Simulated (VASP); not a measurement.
# H (P4/mmm) in VASP: single point with LDA

Aim: the single point of H with LDA.

Everything below comes from runs of VASP 6.6.1. Logs are shortened: lines on timing, memory, paths and dates and some standing lists are left out, and cuts for length are marked.

## Step 1: The cell of the first run

The structure is tetragonal, space group P4/mmm (No. 123). The conventional cell has a = 2.650 Å, b = 2.650 Å, c = 0.980 Å, α = 90.00°, β = 90.00°, γ = 90.00°. Within 1.3 Å of H (site symmetry 4/mmm) lie 2 H at 0.98 Å.

## Step 2: Single point, LDA

File INCAR:

```
SYSTEM = H
PREC = Accurate
ENCUT = 520
EDIFF = 1E-6
ISMEAR = 0
SIGMA = 0.05
LREAL = .FALSE.
LASPH = .TRUE.
NELM = 80
ALGO = Normal
ISIF = 2
LWAVE = .FALSE.
LCHARG = .FALSE.
NBANDS = 6
```

File KPOINTS:

```
Automatic mesh
0
G
  10 10 26
  0 0 0
```

File POSCAR:

```
H
1.0
    2.6496387389      0.0000000000      0.0000000000
    0.0000000000      2.6496387389      0.0000000000
    0.0000000000      0.0000000000      0.9804929200
H
1
Direct
    0.0000000000      0.0000000000      0.5000000000
```

Potentials or basis: VASP PAW LDA potentials, release 64 (H).

Run with:

```sh
cat potpaw_LDA.64/H/POTCAR > POTCAR
mpirun -np 1 vasp_std > vasp.out
```

OUTCAR:

```text
SYSTEM = H
   PREC = Accurate
   ENCUT = 520
   EDIFF = 1E-6
   ISMEAR = 0
   LREAL = .FALSE.
   LASPH = .TRUE.
   NELM = 80
   ISIF = 2

 ion  position               nearest neighbor table
   1  0.000  0.000  0.500-

  LATTYP: Found a simple tetragonal cell.
 ALAT       =     2.6496387389
 C/A-ratio  =     0.3700477750

  Lattice vectors:

 A1 = (   2.6496387389,   0.0000000000,   0.0000000000)
 A2 = (   0.0000000000,   2.6496387389,   0.0000000000)
 A3 = (   0.0000000000,   0.0000000000,   0.9804929200)

Analysis of symmetry for initial positions (statically):
=====================================================================
 Subroutine PRICEL returns:
 Original cell was already a primitive cell.

 Routine SETGRP: Setting up the symmetry group for a
 simple tetragonal supercell.

 Subroutine GETGRP returns: Found 16 space group operations
 (whereof 16 operations were pure point group operations)
 out of a pool of 16 trial point group operations.

The static configuration has the point symmetry D_4h.

Analysis of symmetry for dynamics (positions and initial velocities):
=====================================================================
 Subroutine PRICEL returns:
 Original cell was already a primitive cell.

 Routine SETGRP: Setting up the symmetry group for a
 simple tetragonal supercell.

 Subroutine GETGRP returns: Found 16 space group operations
 (whereof 16 operations were pure point group operations)
 out of a pool of 16 trial point group operations.

The dynamic configuration has the point symmetry D_4h.

 Subroutine INISYM returns: Found 16 space group operations
 (whereof 16 operations are pure point group operations),
 and found     1 'primitive' translations

----------------------------------------------------------------------------------------

                                     Primitive cell

  volume of cell :       6.8836

  direct lattice vectors                    reciprocal lattice vectors
     2.649638739  0.000000000  0.000000000     0.377409941  0.000000000  0.000000000
     0.000000000  2.649638739  0.000000000     0.000000000  0.377409941  0.000000000
     0.000000000  0.000000000  0.980492920     0.000000000  0.000000000  1.019895177

  length of vectors
     2.649638739  2.649638739  0.980492920     0.377409941  0.377409941  1.019895177

  position of ions in fractional coordinates (direct lattice)
     0.000000000  0.000000000  0.500000000

  ion indices of the primitive-cell ions
   primitive index   ion index
                 1           1

----------------------------------------------------------------------------------------

 KPOINTS: Automatic mesh

Automatic generation of k-mesh.
 Grid dimensions read from file:
 generate k-points for:   10   10   26

 Generating k-lattice:

  Cartesian coordinates                     Fractional coordinates (reciprocal lattice)
     0.037740994  0.000000000  0.000000000     0.100000000  0.000000000  0.000000000
     0.000000000  0.037740994  0.000000000     0.000000000  0.100000000  0.000000000
     0.000000000  0.000000000  0.039226738     0.000000000  0.000000000  0.038461538

  Length of vectors
     0.037740994  0.037740994  0.039226738

  Shift w.r.t. Gamma in fractional coordinates (k-lattice)
     0.000000000  0.000000000  0.000000000

 Subroutine IBZKPT returns following result:
 ===========================================

 Found    294 irreducible k-points:

 Following reciprocal coordinates:
            Coordinates               Weight
  0.000000  0.000000  0.000000      1.000000
  0.100000  0.000000  0.000000      4.000000
  0.200000  0.000000  0.000000      4.000000
  0.300000  0.000000  0.000000      4.000000
  0.400000  0.000000  0.000000      4.000000
  0.500000  0.000000  0.000000      2.000000
[... 16 lines left out ...]
  0.100000  0.000000  0.038462      8.000000
  0.200000  0.000000  0.038462      8.000000
 [... further k-points ...]
   k-points           NKPTS =    294   k-points in BZ     NKDIM =    294   number of bands    NBANDS=      6
   number of dos      NEDOS =    301   number of ions     NIONS =      1
   total plane-waves  NPLWV =   3200
   dimension x,y,z NGX =    20 NGY =   20 NGZ =    8
   dimension x,y,z NGXF=    40 NGYF=   40 NGZF=   16
   ions per type =               1
   NGX,Y,Z   is equivalent  to a cutoff of  12.55, 12.55, 13.56 a.u.
   NGXF,Y,Z  is equivalent  to a cutoff of  25.10, 25.10, 27.13 a.u.
 SYSTEM =  H
   PREC   = accura    normal or accurate (medium, high low for compatibility)
   ISTART =      0    job   : 0-new  1-cont  2-samecut
   ICHARG =      2    charge: 1-file 2-atom 10-const
   ISPIN  =      1    spin polarized calculation?
   LNONCOLLINEAR =      F non collinear calculations
   LSORBIT =      F    spin-orbit coupling
   LASPH  =      T    aspherical Exc in radial PAW
   ENCUT  =  520.0 eV  38.22 Ry    6.18 a.u.   4.93  4.93  1.82*2*pi/ulx,y,z
   NELM   =     80;   NELMIN=  2; NELMDL= -5     # of ELM steps
   EDIFF  = 0.1E-05   stopping-criterion for ELM
   LREAL  =      F    real-space projection
   EDIFFG = 0.1E-04   stopping-criterion for IOM
   NSW    =      0    number of steps for IOM
   IBRION =     -1    ionic relax: 0-MD 1-quasi-New 2-CG
   NFREE  =      0    steps in history (QN), initial steepest desc. (CG)
   ISIF   =      2    stress and relaxation
   ISYM   =      2    0-nonsym 1-usesym 2-fastsym
   POTIM  = 0.5000    time-step for ionic-motion
   TEBEG  =    0.0;   TEEND  =   0.0 temperature during run
   PSTRESS=    0.0 pullay stress
   NELECT =       1.0000    total number of electrons
   NUPDOWN=      -1.0000    fix difference up-down
   EMIN   =  10.00;   EMAX   =-10.00  energy-range for DOS
   EFERMI =   0.00;   METHOD = LEGACY
   ISMEAR =     0;   SIGMA  =   0.05  broadening in eV -4-tet -1-fermi 0-gaus
   EFERMI_NEDOS =   21; number of points for ismear=-14 and -15
   IALGO  =     38    algorithm
   IMIX   =      4    mixing-type and parameters
     AMIX     =   0.40;   BMIX     =  1.00
     AMIX_MAG =   1.60;   BMIX_MAG =  1.00
  volume/ion in A,a.u.               =       6.88        46.45
  Fermi-wavevector in a.u.,A,eV,Ry     =   0.860602  1.626302 10.076956  0.740635
  Thomas-Fermi vector in A             =   1.978131
   LORBIT       =      0    0 simple, 1 ext, 2 COOP (PROOUT), +10 PAW based schemes
   GGA     = CA    functional components
   LHFCALC =     F    Hartree Fock is set to
   AEXX    =    0.0000 exact exchange contribution
   IVDW    =     0    specifies the selected vdW correction
   LEPSILON=     F    determine dielectric tensor
   LRPA    =     F    only Hartree local field effects (RPA)
 non-spin polarized calculation
 Gauss-broadening in eV      SIGMA  =   0.05
  energy-cutoff  :      520.00
  volume of cell :        6.88
 maximum number of plane-waves:       200
 NGX is ok and might be reduce to    20
   NGX =  9   NGY =  9   NGZ =  3

 number of electron       0.9999999 magnetization

 Free energy of the ion-electron system (eV)
  ---------------------------------------------------
  ext. energy  EPLUGINS =         0.00000000
  ---------------------------------------------------
  free energy    TOTEN  =        -3.13385711 eV

  energy without entropy =       -3.13385675  energy(sigma->0) =       -3.13385693

 E-fermi :  -1.4727     XC(G=0):  -7.4155

 val. band max:       -1.5819521871   @ k =   0.5000   0.5000   0.2308
 cond. band min:      -1.3633983068   @ k =   0.0000   0.0000   0.2692
 fundamental gap:      0.2185538802
 Fermi energy:        -1.4726755063

 k-point     1 :       0.0000    0.0000    0.0000
  band No.  band energies     occupation
      1     -12.5858      2.00000
      2       7.7627      0.00000
      3      13.8002      0.00000
      4      13.8002      0.00000
      5      16.4746      0.00000
      6      34.1273      0.00000

 k-point     2 :       0.1000    0.0000    0.0000
  band No.  band energies     occupation
      1     -12.4652      2.00000
      2       6.8029      0.00000
      3      13.0485      0.00000
      4      13.9879      0.00000
      5      18.8594      0.00000
      6      30.9980      0.00000

 k-point     3 :       0.2000    0.0000    0.0000
  band No.  band energies     occupation
      1     -12.1273      2.00000
      2       4.6950      0.00000
      3      12.9402      0.00000
      4      14.5390      0.00000
      5      23.0949      0.00000
      6      27.6524      0.00000

 k-point     4 :       0.3000    0.0000    0.0000
  band No.  band energies     occupation
      1     -11.6563      2.00000
      2       2.5918      0.00000
      3      13.4465      0.00000
      4      15.4003      0.00000
      5      24.8101      0.00000
      6      25.6207      0.00000

 k-point     5 :       0.4000    0.0000    0.0000
  band No.  band energies     occupation
      1     -11.2173      2.00000
      2       1.0905      0.00000
      3      14.1158      0.00000
      4      16.3905      0.00000
      5      22.8302      0.00000
      6      23.3571      0.00000

 k-point     6 :       0.5000    0.0000    0.0000
  band No.  band energies     occupation
      1     -11.0314      2.00000
      2       0.5408      0.00000
      3      14.4504      0.00000
      4      16.9273      0.00000
      5      22.0591      0.00000
      6      22.3957      0.00000

 k-point     7 :       0.1000    0.1000    0.0000
  band No.  band energies     occupation
      1     -12.3455      2.00000
      2       6.3110      0.00000
      3      11.1219      0.00000
      4      16.1494      0.00000
      5      19.9779      0.00000
      6      27.5819      0.00000

 k-point     8 :       0.2000    0.1000    0.0000
  band No.  band energies     occupation
      1     -12.0108      2.00000
      2       4.6981      0.00000
      3      10.3738      0.00000
      4      17.5365      0.00000
      5      23.4759      0.00000
      6      24.2076      0.00000

 k-point     9 :       0.3000    0.1000    0.0000
  band No.  band energies     occupation
      1     -11.5457      2.00000
      2       2.7424      0.00000
      3      10.7462      0.00000
      4      18.5173      0.00000
      5      21.2824      0.00000
      6      28.3653      0.00000

 k-point    10 :       0.4000    0.1000    0.0000
  band No.  band energies     occupation
      1     -11.1128      2.00000
      2       1.2841      0.00000
      3      11.4665      0.00000
      4      18.9110      0.00000
      5      19.6993      0.00000
      6      27.5387      0.00000

 k-point    11 :       0.5000    0.1000    0.0000
  band No.  band energies     occupation
      1     -10.9300      2.00000
      2       0.7453      0.00000
      3      11.8641      0.00000
      4      18.1954      0.00000
      5      20.0100      0.00000
      6      26.6863      0.00000

 k-point    12 :       0.2000    0.2000    0.0000
  band No.  band energies     occupation
      1     -11.6866      2.00000
      2       4.3627      0.00000
      3       8.2527      0.00000
      4      20.1856      0.00000
      5      21.3315      0.00000
      6      25.3049      0.00000

 k-point    13 :       0.3000    0.2000    0.0000
  band No.  band energies     occupation
      1     -11.2387      2.00000
      2       3.1259      0.00000
      3       7.9032      0.00000
      4      17.6637      0.00000
      5      22.8473      0.00000
      6      29.2634      0.00000

 k-point    14 :       0.4000    0.2000    0.0000
  band No.  band energies     occupation
      1     -10.8250      2.00000
      2       1.8527      0.00000
      3       8.4921      0.00000
      4      15.5054      0.00000
      5      23.9824      0.00000
      6      32.3909      0.00000

 k-point    15 :       0.5000    0.2000    0.0000
  band No.  band energies     occupation
      1     -10.6514      2.00000
      2       1.3539      0.00000
      3       8.8977      0.00000
      4      14.6095      0.00000
      5      24.4696      0.00000
      6      31.5477      0.00000

 k-point    16 :       0.3000    0.3000    0.0000
  band No.  band energies     occupation
      1     -10.8180      2.00000
      2       3.3313      0.00000
      3       6.1610      0.00000
      4      14.7166      0.00000
      5      26.5519      0.00000
      6      31.4039      0.00000

 k-point    17 :       0.4000    0.3000    0.0000
  band No.  band energies     occupation
      1     -10.4340      2.00000
      2       2.7353      0.00000
      3       6.1707      0.00000
      4      12.4587      0.00000
      5      28.6272      0.00000
      6      35.6483      0.00000

 k-point    18 :       0.5000    0.3000    0.0000
  band No.  band energies     occupation
      1     -10.2738      2.00000
      2       2.3428      0.00000
      3       6.5488      0.00000
      4      11.4912      0.00000
      5      29.3004      0.00000
      6      36.7467      0.00000

 k-point    19 :       0.4000    0.4000    0.0000
  band No.  band energies     occupation
      1     -10.0807      2.00000
      2       3.5887      0.00000
      3       4.8988      0.00000
      4      10.0544      0.00000
      5      32.5959      0.00000
      6      37.8887      0.00000

 k-point    20 :       0.5000    0.4000    0.0000
  band No.  band energies     occupation
      1      -9.9354      2.00000
      2       3.6093      0.00000
      3       5.0158      0.00000
      4       8.9463      0.00000
      5      34.0711      0.00000
      6      41.4755      0.00000

 k-point    21 :       0.5000    0.5000    0.0000
  band No.  band energies     occupation
      1      -9.7962      2.00000
      2       4.4773      0.00000
      3       4.4773      0.00000
      4       7.6522      0.00000
      5      36.7587      0.00000
      6      42.7363      0.00000

 k-point    22 :       0.0000    0.0000    0.0385
  band No.  band energies     occupation
      1     -12.3566      2.00000
      2       7.9920      0.00000
      3      14.0315      0.00000
      4      14.0315      0.00000
      5      16.7061      0.00000
      6      34.3570      0.00000

 k-point    23 :       0.1000    0.0000    0.0385
  band No.  band energies     occupation
      1     -12.2357      2.00000
      2       7.0328      0.00000
      3      13.2796      0.00000
      4      14.2193      0.00000
      5      19.0909      0.00000
      6      31.2287      0.00000

 k-point    24 :       0.2000    0.0000    0.0385
  band No.  band energies     occupation
      1     -11.8977      2.00000
      2       4.9257      0.00000
      3      13.1707      0.00000
      4      14.7706      0.00000
      5      23.3261      0.00000
      6      27.8835      0.00000

 [... further k-points ...]
[... 5 lines left out ...]
  --------------------------------------------------------------------------------------
  -------------------------------------------------------------------------------------
  Total       -0.0001061     -0.0001061      0.1720461      0.0000000      0.0000000      0.0000000
  in kB       -0.0246873     -0.0246873     40.0440143      0.0000000      0.0000000      0.0000000
  external PRESSURE =      13.3315466 kB  Pullay stress =       0.0000000 kB

 VOLUME and BASIS-vectors are now :
 -----------------------------------------------------------------------------
  energy-cutoff  :      520.00
  volume of cell :        6.88
      direct lattice vectors                 reciprocal lattice vectors
     2.649638739  0.000000000  0.000000000     0.377409941  0.000000000  0.000000000
     0.000000000  2.649638739  0.000000000     0.000000000  0.377409941  0.000000000
     0.000000000  0.000000000  0.980492920     0.000000000  0.000000000  1.019895177

 POSITION                                       TOTAL-FORCE (eV/Angst)
 -----------------------------------------------------------------------------------
      0.00000      0.00000      0.49025         0.000000      0.000000      0.000000
 -----------------------------------------------------------------------------------
    total drift:                               -0.000000      0.000000      0.000000

  FREE ENERGIE OF THE ION-ELECTRON SYSTEM (eV)
  ---------------------------------------------------
  free  energy   TOTEN  =        -3.1338571117 eV

  energy  without entropy=       -3.1338567461  energy(sigma->0) =       -3.13385693
```

Wall time 3.9 s (1 thread of Intel Xeon 6975P-C (Granite Rapids), shared host); peak memory 0.11 GiB.

What came out:

```
Free energy : -3.1339 eV
Pressure    : 1.3 GPa
```

Stress tensor (GPa, compression positive):
```
0.00 0.00 0.00
0.00 0.00 0.00
0.00 0.00 4.00
```
